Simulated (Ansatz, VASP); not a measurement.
NbP in VASP and in Ansatz

```
Nb P
1.0
    -1.66250    1.66250    5.69000
     1.66250   -1.66250    5.69000
     1.66250    1.66250   -5.69000
Nb P
2 2
Direct
  0.00000 0.00000 0.00000
  0.75000 0.25000 0.50000
  0.50000 0.50000 0.00000
  0.25000 0.75000 0.50000
```

Alike in both runs: task single point; functional PBEsol; k mesh 6 × 6 × 6; occupations gaussian, width 0.1 eV; no spin polarisation.

|  | VASP | Ansatz |
| --- | --- | --- |
| version | VASP 6.6.1 | Ansatz 0.2.0 |
| potentials or method | VASP PAW PBE potentials, release 64 (Nb_sv, P), cutoff 520 eV | scalar-relativistic, plane waves, PAW |
| valence electrons in the cell | 36 | 36 |

Ansatz gave:

* gap on the k mesh at the Fermi level (eV): none
* pressure (GPa): 13.6
* traceless stress, the component that is largest in VASP (GPa): -28.10

Q: Estimate VASP's values.

A: gap on the k mesh at the Fermi level (eV): none; pressure (GPa): 13.4; traceless stress, the component that is largest in VASP (GPa): -28.01.

VASP's potentials were made for PBE, not for PBEsol. A gap of «none» marks a metal or a gap that the smearing closes. The functional is the same, so the differences come from potentials, cutoffs and numerics.

The k mesh is coarse, so the values compare programs but aren't converged.
